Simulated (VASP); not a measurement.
Input of a VASP 6.6.1 run:

Contents of INCAR:

```
ALGO = Normal
EDIFF = 1E-6
ENCUT = 520
GGA = PE
ISIF = 2
ISMEAR = 0
LASPH = T
LCHARG = T
LELF = T
LREAL = F
LVHAR = T
LWAVE = F
NBANDS = 14
NELM = 100
PREC = Accurate
SIGMA = 0.1
```

Contents of KPOINTS:

```
k-points
0
Gamma
  18 18 10
```

The input POSCAR:

```
TiAl
1.0
    2.8811117122      0.0000000000      0.0000000000
   -1.4405558561      2.4951159339      0.0000000000
    0.0000000000      0.0000000000      4.6485829680
Ti Al
1 1
Direct
    0.0000000000      0.0000000000      0.0000000000
    0.3333333333      0.6666666667      0.5000000000
```

Potentials or basis: VASP PAW PBE potentials, release 64 (Ti_sv, Al).

The run is started by

```console
$ cat potpaw_PBE.64/Ti_sv/POTCAR potpaw_PBE.64/Al/POTCAR > POTCAR
$ mpirun -np 1 vasp_std > vasp.out
```

(1) What does it give for the pressure?

(2) Estimate the band gap on the k mesh.

Answers

(1) 0.0 GPa.

(2) zero (an odd number of electrons rules out a gap without spin polarisation).
